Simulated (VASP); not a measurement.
Wanted: the native input for a VASP 6.6.1 run.

| Property | Result |
| --- | --- |
| Task | single point |
| Functional | PBE |
| Potentials or basis | VASP PAW PBE potentials, release 64 (Al, Ga_d, P) |
| Cutoff | 520 eV |
| k mesh | 6 × 6 × 4 |
| Occupations | gaussian, width 0.02 eV |
| Spin | no spin polarisation |
| Dipole correction | no |
| Further INCAR settings | ALGO = Normal; EDIFF = 1e-06; NBANDS = 61 |

The structure of AlGa5P6 lies in POSCAR:

```
AlGa5P6
1.0
    6.7256189159      0.0000000000      0.0000000000
   -3.3628094579      5.8245568373      0.0000000000
    0.0000000000      0.0000000000      6.3939331215
Al Ga P
1 5 6
Direct
    0.0000000000      0.0000000000      0.4992169850
    0.3333333333      0.6666666667      0.4999590524
    0.6666666667      0.3333333333      0.4999590524
    0.0000000000      0.6666391429      0.0001437978
    0.6666391429      0.0000000000      0.0001437978
    0.3333608571      0.3333608571      0.0001437978
    0.3333333333      0.6666666667      0.8742551010
    0.0000000000      0.0000000000      0.8730111110
    0.6666666667      0.3333333333      0.8742551010
    0.0000000000      0.6669665478      0.3743040881
    0.6669665478      0.0000000000      0.3743040881
    0.3330334522      0.3330334522      0.3743040881
```

These files were run (other wordings do the same):

INCAR

```
SYSTEM = AlGa5P6
PREC = Accurate
ENCUT = 520
EDIFF = 1E-6
ISMEAR = 0
SIGMA = 0.02
LREAL = .FALSE.
LASPH = .TRUE.
NELM = 80
ALGO = Normal
ISIF = 2
LWAVE = .FALSE.
LCHARG = .FALSE.
GGA = PE
NBANDS = 61
```

KPOINTS

```
regular mesh
0
G
  6 6 4
  0 0 0
```

Potentials or basis: VASP PAW PBE potentials, release 64 (Al, Ga_d, P).

Command:

```bash
$ cat potpaw_PBE.64/Al/POTCAR potpaw_PBE.64/Ga_d/POTCAR potpaw_PBE.64/P/POTCAR > POTCAR
$ mpirun -np 1 vasp_std > vasp.out
```

Results of the run:

```json
{
  "Pressure": "0.0 GPa",
  "Largest force": "0.006 eV/Å",
  "Band gap on the k mesh": "1.40 eV"
}
```

It took 10 min on 1 thread of Oxide Virtual Turin-like Processor (shared host), peak memory 0.46 GiB.
